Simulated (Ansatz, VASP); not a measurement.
**One calculation of BN, two programs**

```
B N
1.0
     0.00000    1.73262    1.73262
     1.73262    0.00000    1.73262
     1.73262    1.73262    0.00000
B N
1 1
Direct
  0.00000 0.00000 0.00000
  0.75000 0.75000 0.75000
```

Change from the starting cell: strain -0.040 along x and y, -0.040 along z, atoms carried along.

Alike in both runs: task single point; functional r2SCAN; k mesh 12 × 12 × 12; occupations gaussian, width 0.05 eV; no spin polarisation.

|  | VASP | Ansatz |
| --- | --- | --- |
| version | VASP 6.6.1 | Ansatz 0.2.0 |
| potentials or method | VASP PAW PBE potentials, release 64 (B, N), cutoff 520 eV | scalar-relativistic, plane waves, PAW |
| valence electrons in the cell | 8 | 8 |

|  | VASP | Ansatz | Ansatz less VASP |
| --- | --- | --- | --- |
| gap on the k mesh at the Fermi level (eV) | 5.12 | 5.15 | +0.031 |
| least direct gap on the mesh (eV) | 10.15 | 10.20 | +0.051 |
| pressure (GPa) | 61.5 | 59.9 | -1.60 |

VASP's potentials were made for PBE, not for r2SCAN. Both programs put the cell under a high pressure, so it lies far from rest at this level.

Noted on VASP's run: the cell as given lies far from equilibrium.
